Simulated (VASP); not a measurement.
A run of VASP 6.6.1 is set up as follows.

The input INCAR:

```
PREC = Accurate
ENCUT = 520
EDIFF = 1E-6
ISMEAR = 0
SIGMA = 0.02
LREAL = F
LASPH = T
NELM = 80
ALGO = Normal
ISIF = 2
LWAVE = F
LCHARG = F
GGA = PE
NBANDS = 30
```

KPOINTS

```
Automatic mesh
0
Gamma
  12 12 2
```

Contents of POSCAR:

```
ScAl3As4
1.0
    4.0915556139      0.0000000000      0.0000000000
   -2.0457778070      3.5433911026      0.0000000000
    0.0000000000      0.0000000000     13.6459684120
Sc Al As
1 3 4
Direct
    0.0000000000      0.0000000000      0.0832771604
    0.0000000000      0.0000000000      0.3182651023
    0.6666666667      0.3333333333      0.5651038299
    0.3333333333      0.6666666667      0.8119909580
    0.6666666667      0.3333333333      0.2406806303
    0.0000000000      0.0000000000      0.5015776063
    0.6666666667      0.3333333333      0.7483167576
    0.3333333333      0.6666666667      0.9937879552
```

Potentials or basis: VASP PAW PBE potentials, release 64 (Sc_sv, Al, As).

The run is started by

```bash
$ cat potpaw_PBE.64/Sc_sv/POTCAR potpaw_PBE.64/Al/POTCAR potpaw_PBE.64/As/POTCAR > POTCAR
$ mpirun -np 1 vasp_std > vasp.out
```

What does it give for the band gap on the k mesh?

0.78 eV (least direct gap 0.85 eV).

What does it give for the largest force?

0.022 eV/Å.

Forces in eV/Å, atoms in the order of the input:
```
Sc   0.000  0.000  0.022
Al   0.000  0.000 -0.006
Al   0.000  0.000 -0.003
Al   0.000  0.000 -0.005
As   0.000  0.000 -0.001
As   0.000  0.000  0.004
As   0.000  0.000  0.003
As   0.000  0.000 -0.014
```

Caveat: the cell stands under tension; semilocal functionals underestimate gaps, and a narrow one can read as zero. A k mesh can miss the band edges.
